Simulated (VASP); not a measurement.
Here is a VASP 6.6.1 calculation.

INCAR

```
SYSTEM = SnSe
PREC = Accurate
ENCUT = 500
EDIFF = 1E-6
ISMEAR = 0
SIGMA = 0.01
LREAL = .False.
LASPH = .True.
NELM = 120
ALGO = Normal
ISIF = 2
LWAVE = .False.
LCHARG = .True.
GGA = PE
LELF = .True.
LVHAR = .True.
NBANDS = 50
GGA_COMPAT = .False.
```

KPOINTS

```
regular mesh
0
Gamma
  6 6 6
  0 0 0
```

The input POSCAR:

```
SnSe
1.0
   -5.4457355518      5.4457355518      3.0618548534
    5.4457355518     -5.4457355518      3.0618548534
    5.4457355518      5.4457355518     -3.0618548534
Sn Se
4 4
Direct
    0.3761969936      0.8761969936      0.2523939872
    0.6238030064      0.1238030064      0.7476060128
    0.8761969936      0.6238030064      0.5000000000
    0.1238030064      0.3761969936      0.5000000000
    0.3691798961      0.1308201039      0.5000000000
    0.6308201039      0.8691798961      0.5000000000
    0.8691798961      0.3691798961      0.2383597921
    0.1308201039      0.6308201039      0.7616402079
```

Potentials or basis: VASP PAW PBE potentials, release 64 (Sn_d, Se).

Run with:

```bash
$ cat potpaw_PBE.64/Sn_d/POTCAR potpaw_PBE.64/Se/POTCAR > POTCAR
$ mpirun -np 1 vasp_std > vasp.out
```

Question: What does it give for the band gap on the k mesh?

Answer: 1.17 eV.

Question: Estimate the largest force.

Answer: 0.017 eV/Å.

Question: Estimate the pressure.

Answer: 0.0 GPa.

Forces on the atoms (eV/Å):
```
Sn  -0.012 -0.012  0.000
Sn   0.012  0.012  0.000
Sn   0.012 -0.012  0.000
Sn  -0.012  0.012  0.000
Se   0.011 -0.011  0.000
Se  -0.011  0.011  0.000
Se  -0.011 -0.011  0.000
Se   0.011  0.011  0.000
```

Caveat: spin-orbit coupling is left out, which moves the levels of the heavy elements. A k mesh can miss the band edges.
